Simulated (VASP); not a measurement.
Here is a VASP 6.6.1 calculation.

File INCAR:

```
ALGO     = Normal         # electronic algorithm
EDIFF    = 1E-6           # SCF threshold, eV
ENCUT    = 520            # plane-wave cutoff, eV
GGA      = PS             # functional
ISIF     = 2              # what is computed and relaxed
ISMEAR   = 0              # smearing method
LASPH    = T              # aspherical terms in the spheres
LCHARG   = F              # write CHGCAR
LREAL    = F              # projectors in reciprocal space
LWAVE    = F              # write WAVECAR
NBANDS   = 14             # bands
NELM     = 80             # most SCF steps
PREC     = Accurate       # precision mode
SIGMA    = 0.15           # smearing width, eV
```

File KPOINTS:

```
k-points
0
Gamma
  18 18 18
```

POSCAR

```
ZrB
1.0
    0.0058125000      2.3250000000      2.3250000000
    2.3308125000      0.0000000000      2.3308125000
    2.3250000000      2.3250000000      0.0058125000
Zr B
1 1
Direct
    0.0000000000      0.0000000000      0.0000000000
    0.5000000000      0.5000000000      0.5000000000
```

Potentials or basis: VASP PAW PBE potentials, release 64 (Zr_sv, B).

The run is started by

```sh
$ cat potpaw_PBE.64/Zr_sv/POTCAR potpaw_PBE.64/B/POTCAR > POTCAR
$ mpirun -np 1 vasp_std > vasp.out
```

**Question.** Predict the band gap on the k mesh.

**Answer.** Zero (an odd number of electrons rules out a gap without spin polarisation).

**Question.** Estimate the pressure.

**Answer.** 29.7 GPa.

Stress tensor (GPa, compression positive):
```
29.72  0.00 -0.28
 0.00 29.72  0.00
-0.28  0.00 29.72
```

Caveat: the cell differs from its parent crystal (strain +0.0050 x Voigt [0, 0, 0, 0, 1, 0]); the cell stands under pressure; the PAW data sets were made with another functional, which shifts forces and pressure a little.
